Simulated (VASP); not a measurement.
Here is a VASP 6.6.1 calculation.

The input INCAR:

```
  PREC = Accurate
  ENCUT = 500
  EDIFF = 1E-7
  ISMEAR = 0
  SIGMA = 0.1
  LREAL = F
  LASPH = T
  NELM = 120
  ALGO = Normal
  ISIF = 3
  LWAVE = F
  LCHARG = F
  GGA = PE
  IBRION = 2
  NSW = 100
  EDIFFG = -0.002
  GGA_COMPAT = F
  NELMIN = 4
```

The input KPOINTS:

```
Automatic mesh
0
Gamma
  18 18 18
```

The input POSCAR:

```
Pd
1.0
   -1.5699124371      1.5699124371      1.5699124371
    1.5699124371     -1.5699124371      1.5699124371
    1.5699124371      1.5699124371     -1.5699124371
Pd
1
Direct
    0.0000000000      0.0000000000      0.0000000000
```

Potentials or basis: VASP PAW PBE potentials, release 64 (Pd).

The run is started by

```console
$ cat potpaw_PBE.64/Pd/POTCAR > POTCAR
$ mpirun -np 1 vasp_std > vasp.out
```

Question: What does it give for the relaxed volume?

Answer: 15.41 Å³/atom.

Question: Estimate the relaxed cell.

Answer: a = 2.715 Å, b = 2.715 Å, c = 2.715 Å, α = 109.47°, β = 109.47°, γ = 109.47°.

Final structure:
```yaml
crystal:
  lattice:
    - [-1.56774, 1.56774, 1.56774]
    - [1.56774, -1.56774, 1.56774]
    - [1.56774, 1.56774, -1.56774]
  atoms:
    - { symbol: Pd, position: [0.00000, 0.00000, 0.00000] }
```
